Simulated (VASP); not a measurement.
# Al2Ru (Fddd) in VASP: notebook

The runs below take Al2Ru through single point, with LDA.

All numbers are computed with VASP 6.6.1; they aren't measurements. Logs are shortened: lines on timing, memory, paths and dates and some standing lists are left out, and cuts for length are marked.

## Step 1: The cell of the first run

It takes space group Fddd (No. 70, orthorhombic). The conventional cell has a = 4.536 Å, b = 7.699 Å, c = 8.464 Å, α = 90.00°, β = 90.00°, γ = 90.00°. Within 3.3 Å of Al (site symmetry 2) lie 5 Ru at 2.48 to 2.62 Å and 9 Al at 2.50 to 3.08 Å. Ru (site symmetry 222) has 10 Al at 2.48 to 2.62 Å and 4 Ru at 3.08 Å within 3.3 Å.

## Step 2: Single point, LDA (12.32 Å³/atom)

File INCAR:

```
PREC = Accurate ; ENCUT = 520
EDIFF = 1E-6 ; ISMEAR = 0
SIGMA = 0.03 ; LREAL = False
LASPH = True ; NELM = 60
ALGO = Normal ; ISIF = 2
LWAVE = False ; LCHARG = False
GGA = CA ; NBANDS = 29
```

File KPOINTS:

```
regular mesh
0
Gamma
  10 10 10
```

File POSCAR:

```
Al2Ru
1.0
    0.0000000000      3.8494266526      4.2319650646
    2.2680509798      0.0000000000      4.2319650646
    2.2680509798      3.8494266526      0.0000000000
Al Ru
4 2
Direct
    0.0788992938      0.4211007062      0.0788992938
    0.4211007062      0.0788992938      0.4211007062
    0.1711007062      0.8288992938      0.1711007062
    0.8288992938      0.1711007062      0.8288992938
    0.7500000000      0.7500000000      0.7500000000
    0.5000000000      0.5000000000      0.5000000000
```

Potentials or basis: VASP PAW LDA potentials, release 64 (Al, Ru_pv).

Launch:

```
$ cat potpaw_LDA.64/Al/POTCAR potpaw_LDA.64/Ru_pv/POTCAR > POTCAR
$ mpirun -np 1 vasp_std > vasp.out
```

OUTCAR:

```text
PREC = Accurate
   ENCUT = 520
   EDIFF = 1E-6
   ISMEAR = 0
   LREAL = False
   LASPH = True
   NELM = 60
   ISIF = 2
   GGA = CA

 ion  position               nearest neighbor table
   1  0.079  0.421  0.079-   6 2.48   6 2.48   3 2.50   3 2.50   5 2.53   2 2.57   2 2.57   5 2.62
                             5 2.62   2 2.63   4 3.08   4 3.08   4 3.08   4 3.08
   2  0.421  0.079  0.421-   6 2.48   6 2.48   4 2.50   4 2.50   5 2.53   1 2.57   1 2.57   5 2.62
                             5 2.62   1 2.63   3 3.08   3 3.08   3 3.08   3 3.08
   3  0.171  0.829  0.171-   5 2.48   5 2.48   1 2.50   1 2.50   6 2.53   4 2.57   4 2.57   6 2.62
                             6 2.62   4 2.63   2 3.08   2 3.08   2 3.08   2 3.08
   4  0.829  0.171  0.829-   5 2.48   5 2.48   2 2.50   2 2.50   6 2.53   3 2.57   3 2.57   6 2.62
                             6 2.62   3 2.63   1 3.08   1 3.08   1 3.08   1 3.08
   5  0.750  0.750  0.750-   4 2.48   3 2.48   4 2.48   3 2.48   1 2.53   2 2.53   2 2.62   2 2.62
                             1 2.62   1 2.62   6 3.08   6 3.08   6 3.08   6 3.08
   6  0.500  0.500  0.500-   1 2.48   2 2.48   1 2.48   2 2.48   3 2.53   4 2.53   3 2.62   3 2.62
                             4 2.62   4 2.62   5 3.08   5 3.08   5 3.08   5 3.08

  LATTYP: Found a face centered orthorhombic cell.
 ALAT       =     4.5361019596
 B/A-ratio  =     1.6972399152
 C/A-ratio  =     1.8659038541

  Lattice vectors:

 A1 = (   0.0000000000,   3.8494266526,   4.2319650646)
 A2 = (   2.2680509798,   0.0000000000,   4.2319650646)
 A3 = (   2.2680509798,   3.8494266526,   0.0000000000)

Analysis of symmetry for initial positions (statically):
=====================================================================
 Subroutine PRICEL returns:
 Original cell was already a primitive cell.

 Routine SETGRP: Setting up the symmetry group for a
 face centered orthorhombic supercell.

 Subroutine GETGRP returns: Found  8 space group operations
 (whereof  4 operations were pure point group operations)
 out of a pool of  8 trial point group operations.

The static configuration has the point symmetry D_2 .
 The point group associated with its full space group is D_2h.

Analysis of symmetry for dynamics (positions and initial velocities):
=====================================================================
 Subroutine PRICEL returns:
 Original cell was already a primitive cell.

 Routine SETGRP: Setting up the symmetry group for a
 face centered orthorhombic supercell.

 Subroutine GETGRP returns: Found  8 space group operations
 (whereof  4 operations were pure point group operations)
 out of a pool of  8 trial point group operations.

The dynamic configuration has the point symmetry D_2 .
 The point group associated with its full space group is D_2h.

 Subroutine INISYM returns: Found  8 space group operations
 (whereof  4 operations are pure point group operations),
 and found     1 'primitive' translations

----------------------------------------------------------------------------------------

                                     Primitive cell

  volume of cell :      73.8960

  direct lattice vectors                    reciprocal lattice vectors
     0.000000000  3.849426653  4.231965065    -0.220453598  0.129889473  0.118148423
     2.268050980  0.000000000  4.231965065     0.220453598 -0.129889473  0.118148423
     2.268050980  3.849426653  0.000000000     0.220453598  0.129889473 -0.118148423

  length of vectors
     5.720805351  4.801414745  4.467901163     0.281833487  0.281833487  0.281833487

  position of ions in fractional coordinates (direct lattice)
     0.078899294  0.421100706  0.078899294
     0.421100706  0.078899294  0.421100706
     0.171100706  0.828899294  0.171100706
     0.828899294  0.171100706  0.828899294
     0.750000000  0.750000000  0.750000000
     0.500000000  0.500000000  0.500000000

  ion indices of the primitive-cell ions
   primitive index   ion index
                 1           1
                 2           2
                 3           3
                 4           4
                 5           5
                 6           6

----------------------------------------------------------------------------------------

 KPOINTS: regular mesh

Automatic generation of k-mesh.
 Grid dimensions read from file:
 generate k-points for:   10   10   10

 Generating k-lattice:

  Cartesian coordinates                     Fractional coordinates (reciprocal lattice)
    -0.022045360  0.012988947  0.011814842     0.100000000  0.000000000  0.000000000
     0.022045360 -0.012988947  0.011814842    -0.000000000  0.100000000 -0.000000000
     0.022045360  0.012988947 -0.011814842     0.000000000  0.000000000  0.100000000

  Length of vectors
     0.028183349  0.028183349  0.028183349

  Shift w.r.t. Gamma in fractional coordinates (k-lattice)
     0.000000000  0.000000000  0.000000000

 Subroutine IBZKPT returns following result:
 ===========================================

 Found    171 irreducible k-points:

 Following reciprocal coordinates:
            Coordinates               Weight
  0.000000  0.000000  0.000000      1.000000
  0.100000  0.000000  0.000000      8.000000
  0.200000  0.000000  0.000000      8.000000
  0.300000  0.000000  0.000000      8.000000
  0.400000  0.000000  0.000000      8.000000
  0.500000  0.000000  0.000000      4.000000
[... 16 lines left out ...]
  0.300000  0.300000  0.000000      2.000000
  0.400000  0.300000 -0.000000      8.000000
 [... further k-points ...]
   k-points           NKPTS =    171   k-points in BZ     NKDIM =    171   number of bands    NBANDS=     29
   number of dos      NEDOS =    301   number of ions     NIONS =      6
   total plane-waves  NPLWV =  62208
   dimension x,y,z NGX =    48 NGY =   36 NGZ =   36
   dimension x,y,z NGXF=    96 NGYF=   72 NGZF=   72
   ions per type =               4   2
   NGX,Y,Z   is equivalent  to a cutoff of  13.95, 12.46, 13.40 a.u.
   NGXF,Y,Z  is equivalent  to a cutoff of  27.90, 24.93, 26.79 a.u.
 SYSTEM =  unknown system
   PREC   = accura    normal or accurate (medium, high low for compatibility)
   ISTART =      0    job   : 0-new  1-cont  2-samecut
   ICHARG =      2    charge: 1-file 2-atom 10-const
   ISPIN  =      1    spin polarized calculation?
   LNONCOLLINEAR =      F non collinear calculations
   LSORBIT =      F    spin-orbit coupling
   LASPH  =      T    aspherical Exc in radial PAW
   ENCUT  =  520.0 eV  38.22 Ry    6.18 a.u.  10.64  8.93  8.31*2*pi/ulx,y,z
   NELM   =     60;   NELMIN=  2; NELMDL= -5     # of ELM steps
   EDIFF  = 0.1E-05   stopping-criterion for ELM
   LREAL  =      F    real-space projection
[... 7 lines left out ...]
   TEBEG  =    0.0;   TEEND  =   0.0 temperature during run
   PSTRESS=    0.0 pullay stress
   NELECT =      40.0000    total number of electrons
   NUPDOWN=      -1.0000    fix difference up-down
   EMIN   =  10.00;   EMAX   =-10.00  energy-range for DOS
   EFERMI =   0.00;   METHOD = LEGACY
   ISMEAR =     0;   SIGMA  =   0.03  broadening in eV -4-tet -1-fermi 0-gaus
   EFERMI_NEDOS =   21; number of points for ismear=-14 and -15
   IALGO  =     38    algorithm
   IMIX   =      4    mixing-type and parameters
     AMIX     =   0.40;   BMIX     =  1.00
     AMIX_MAG =   1.60;   BMIX_MAG =  1.00
  volume/ion in A,a.u.               =      12.32        83.11
  Fermi-wavevector in a.u.,A,eV,Ry     =   1.334201  2.521274 24.219618  1.780092
  Thomas-Fermi vector in A             =   2.463000
   LORBIT       =      0    0 simple, 1 ext, 2 COOP (PROOUT), +10 PAW based schemes
   GGA     = CA    functional components
   LHFCALC =     F    Hartree Fock is set to
   AEXX    =    0.0000 exact exchange contribution
   IVDW    =     0    specifies the selected vdW correction
   LEPSILON=     F    determine dielectric tensor
   LRPA    =     F    only Hartree local field effects (RPA)
 non-spin polarized calculation
 Gauss-broadening in eV      SIGMA  =   0.03
  energy-cutoff  :      520.00
  volume of cell :       73.90
 maximum number of plane-waves:      2014
 NGX is ok and might be reduce to    48
   NGX = 21   NGY = 17   NGZ = 17

 number of electron      39.9999999 magnetization

 Free energy of the ion-electron system (eV)
  ---------------------------------------------------
  ext. energy  EPLUGINS =         0.00000000
  ---------------------------------------------------
  free energy    TOTEN  =       -42.02300334 eV

  energy without entropy =      -42.02300063  energy(sigma->0) =      -42.02300199

 E-fermi :  12.1525     XC(G=0): -12.6303

 val. band max:       12.1044242324   @ k =   0.0000   0.0000   0.0000
 cond. band min:      12.2060251111   @ k =   0.0000   0.3000   0.3000
 fundamental gap:      0.1016008787
 Fermi energy:        12.1525229365

 k-point     1 :       0.0000    0.0000    0.0000
  band No.  band energies     occupation
      1     -30.6514      2.00000
      2     -30.5564      2.00000
      3     -30.5182      2.00000
      4     -30.4858      2.00000
      5     -30.4687      2.00000
      6     -30.4515      2.00000
[... 21 lines left out ...]
     28      16.5910      0.00000
     29      17.2747      0.00000

 k-point     2 :       0.1000    0.0000    0.0000
  band No.  band energies     occupation
      1     -30.6500      2.00000
      2     -30.5584      2.00000
      3     -30.5188      2.00000
      4     -30.4852      2.00000
      5     -30.4687      2.00000
      6     -30.4517      2.00000
[... 21 lines left out ...]
     28      17.1720      0.00000
     29      17.5395      0.00000

 k-point     3 :       0.2000    0.0000    0.0000
  band No.  band energies     occupation
      1     -30.6462      2.00000
      2     -30.5635      2.00000
      3     -30.5213      2.00000
      4     -30.4830      2.00000
      5     -30.4689      2.00000
      6     -30.4523      2.00000
[... 21 lines left out ...]
     28      18.1231      0.00000
     29      18.4490      0.00000

 k-point     4 :       0.3000    0.0000    0.0000
  band No.  band energies     occupation
      1     -30.6411      2.00000
      2     -30.5699      2.00000
      3     -30.5255      2.00000
      4     -30.4797      2.00000
      5     -30.4689      2.00000
      6     -30.4531      2.00000
[... 21 lines left out ...]
     28      18.9319      0.00000
     29      19.6508      0.00000

 k-point     5 :       0.4000    0.0000    0.0000
  band No.  band energies     occupation
      1     -30.6363      2.00000
      2     -30.5756      2.00000
      3     -30.5292      2.00000
      4     -30.4770      2.00000
      5     -30.4682      2.00000
      6     -30.4542      2.00000
[... 21 lines left out ...]
     28      19.2292      0.00000
     29      20.0406      0.00000
[... 510 lines left out ...]
     28      19.0424      0.00000
     29      19.4428      0.00000

 k-point    22 :      -0.2000    0.2000   -0.0000
  band No.  band energies     occupation
      1     -30.6403      2.00000
      2     -30.5765      2.00000
      3     -30.5210      2.00000
      4     -30.4786      2.00000
      5     -30.4673      2.00000
      6     -30.4561      2.00000
[... 21 lines left out ...]
     28      18.9967      0.00000
     29      19.4898      0.00000

 k-point    23 :       0.3000    0.3000    0.0000
  band No.  band energies     occupation
      1     -30.6258      2.00000
      2     -30.5481      2.00000
      3     -30.5475      2.00000
      4     -30.5105      2.00000
      5     -30.4592      2.00000
      6     -30.4451      2.00000
[... 21 lines left out ...]
     28      17.3765      0.00000
     29      18.1631      0.00000

 k-point    24 :       0.4000    0.3000   -0.0000
  band No.  band energies     occupation
      1     -30.6181      2.00000
      2     -30.5626      2.00000
      3     -30.5407      2.00000
      4     -30.5136      2.00000
      5     -30.4568      2.00000
      6     -30.4458      2.00000
[... 21 lines left out ...]
     28      17.5793      0.00000
     29      18.5189      0.00000

 [... further k-points ...]

------------------------ aborting loop because EDIFF is reached ----------------------------------------

  FORCE on cell =-STRESS in cart. coord.  units (eV):
  Direction    XX          YY          ZZ          XY          YZ          ZX
  --------------------------------------------------------------------------------------
  -------------------------------------------------------------------------------------
  Total        9.2788003      8.3203018      9.6660747      0.0000000      0.0000000      0.0000000
  in kB      201.1784591    180.3967599    209.5751568      0.0000000      0.0000000      0.0000000
  external PRESSURE =     197.0501253 kB  Pullay stress =       0.0000000 kB

 VOLUME and BASIS-vectors are now :
 -----------------------------------------------------------------------------
  energy-cutoff  :      520.00
  volume of cell :       73.90
      direct lattice vectors                 reciprocal lattice vectors
     0.000000000  3.849426653  4.231965065    -0.220453598  0.129889473  0.118148423
     2.268050980  0.000000000  4.231965065     0.220453598 -0.129889473  0.118148423
     2.268050980  3.849426653  0.000000000     0.220453598  0.129889473 -0.118148423

 POSITION                                       TOTAL-FORCE (eV/Angst)
 -----------------------------------------------------------------------------------
      1.13403      0.60743      2.11598         0.000000      0.142734      0.000000
      1.13403      3.24199      2.11598         0.000000     -0.142734      0.000000
      2.26805      1.31728      4.23197        -0.000000     -0.142734      0.000000
      2.26805      6.38157      4.23197        -0.000000      0.142734      0.000000
      3.40208      5.77414      6.34795        -0.000000      0.000000     -0.000000
      2.26805      3.84943      4.23197         0.000000     -0.000000      0.000000
 -----------------------------------------------------------------------------------
    total drift:                               -0.000000     -0.000000     -0.000000

  FREE ENERGIE OF THE ION-ELECTRON SYSTEM (eV)
  ---------------------------------------------------
  free  energy   TOTEN  =       -42.0230033382 eV

  energy  without entropy=      -42.0230006329  energy(sigma->0) =      -42.02300199
```

Wall time 3.6 min (1 thread of AMD EPYC 9R45 (Zen 5), shared host); peak memory 0.37 GiB.

What came out:

```yaml
Free_energy: -42.0230 eV
Pressure: 19.7 GPa
Largest_force: 0.143 eV/Å
```

Forces in eV/Å, atoms in the order of the input:
```
Al   0.000  0.143  0.000
Al   0.000 -0.143  0.000
Al   0.000 -0.143  0.000
Al   0.000  0.143  0.000
Ru   0.000  0.000  0.000
Ru   0.000  0.000  0.000
```

Levels at points of the mesh, in eV from the Fermi level:
```
           k point  band 18  band 19  band 20  band 21  band 22  band 23
(0.00, 0.00, 0.00)    -1.50    -1.35    -0.05     1.86     2.39     2.57
(0.50, 0.00, 0.00)    -2.43    -1.36    -1.07     0.34     0.72     2.12
(0.50, 0.50, 0.00)    -1.90    -1.47    -1.47     2.43     2.43     2.73
(0.50, 0.00, 0.50)    -2.59    -1.75    -1.75     1.93     1.93     2.73
(0.00, 0.50, 0.50)    -2.99    -1.50    -1.50     0.36     0.36     4.84
```

Caveat: the cell stands under pressure.

## Step 3: Single point, LDA (12.32 Å³/atom)

File INCAR:

```
  PREC = Accurate
  ENCUT = 520
  EDIFF = 1E-7
  ISMEAR = 0
  SIGMA = 0.03
  LREAL = False
  LASPH = True
  NELM = 100
  ALGO = Normal
  ISIF = 2
  LWAVE = False
  LCHARG = True
  GGA = CA
  LELF = True
  LVHAR = True
  NBANDS = 29
```

File KPOINTS:

```
Automatic mesh
0
Gamma
  10 10 10
```

Edit POSCAR of step 2 so:

```diff
@@ -2,5 +2,5 @@
 1.0
-    0.0000000000      3.8494266526      4.2319650646
-    2.2680509798      0.0000000000      4.2319650646
-    2.2680509798      3.8494266526      0.0000000000
+    0.0000000000      3.7728908916      4.1478235297
+    2.3610023427      0.0000000000      4.1478235297
+    2.3610023427      3.7728908916      0.0000000000
 Al Ru
```

Potentials or basis: VASP PAW LDA potentials, release 64 (Al, Ru_pv).

Launch:

```
$ cat potpaw_LDA.64/Al/POTCAR potpaw_LDA.64/Ru_pv/POTCAR > POTCAR
$ mpirun -np 1 vasp_std > vasp.out
```

Wall time 3.2 min (1 thread of AMD EPYC 9R45 (Zen 5), shared host); peak memory 0.36 GiB.

It converged, with:

- Free energy: -41.8354 eV
- Pressure: 20.0 GPa
- Largest force: 0.078 eV/Å
- Band gap on the k mesh: 0.40 eV (least direct gap 1.34 eV)

Forces in eV/Å, atoms in the order of the input:
```
Al   0.000 -0.078  0.000
Al   0.000  0.078  0.000
Al   0.000  0.078  0.000
Al   0.000 -0.078  0.000
Ru   0.000  0.000  0.000
Ru   0.000  0.000  0.000
```

Stress tensor (GPa, compression positive):
```
 6.28  0.00  0.00
 0.00 25.74  0.00
 0.00  0.00 28.08
```

Levels at points of the mesh, in eV from the valence-band top:
```tsv
k point	band 16	band 17	band 18	band 19	band 20	band 21	band 22	band 23	band 24	band 25
(0.00, 0.00, 0.00)	-2.74	-2.30	-1.13	-0.65	0.00	1.99	2.52	2.84	3.11	3.34
(0.50, 0.00, 0.00)	-2.74	-2.31	-1.98	-1.02	-0.67	0.67	1.13	2.40	3.75	4.61
(0.50, 0.50, 0.00)	-2.24	-1.55	-1.55	-1.37	-1.37	2.43	2.43	3.33	3.33	4.10
(0.50, 0.00, 0.50)	-3.03	-2.26	-2.26	-1.35	-1.35	2.48	2.48	3.18	3.18	3.55
(0.00, 0.50, 0.50)	-3.09	-2.56	-2.56	-1.13	-1.13	0.57	0.57	5.11	5.11	5.76
```

Caveat: the cell stands under pressure. A k mesh can miss the band edges.

(Continued in part 2 of 3.)
